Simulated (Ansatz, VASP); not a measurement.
## CaSn3Se4 in VASP and in Ansatz

```xyz
8
Lattice="6.1215 0.0000 0.0000 0.0000 6.1215 0.0000 0.0000 0.0000 6.1215" Properties=species:S:1:pos:R:3 pbc="T T T"
Sn    3.0608    0.0000    0.0000
Sn    0.0000    3.0608    0.0000
Sn    0.0000    0.0000    3.0608
Se    0.0000    3.0608    3.0608
Se    3.0608    0.0000    3.0608
Se    3.0608    3.0608    0.0000
Se    0.0000    0.0000    0.0000
Ca    3.0608    3.0608    3.0608
```

Alike in both runs: task single point; functional r2SCAN; k mesh 4 × 4 × 4; occupations fermi-dirac, width 0.02 eV; no spin polarisation.

|  | VASP | Ansatz |
| --- | --- | --- |
| version | VASP 6.6.1 | Ansatz 0.2.0 |
| potentials or method | VASP PAW PBE potentials, release 64 (Sn_d, Se, Ca_sv) | plane waves, PAW |
| plane-wave cutoff (eV) | 520 | 500 |
| valence electrons in the cell | 76 | 116 |

VASP gave:

```
pressure (GPa) : -2.5
```

What did Ansatz give for the same quantities?

Pressure (GPa): -2.6.

VASP's potentials were made for PBE, not for r2SCAN. With one functional, cell and mesh, what is left measures potentials, basis and numerics. VASP's potentials hold 76 valence electrons a cell and Ansatz's 116, so a difference there can come from the potentials and not from the codes.
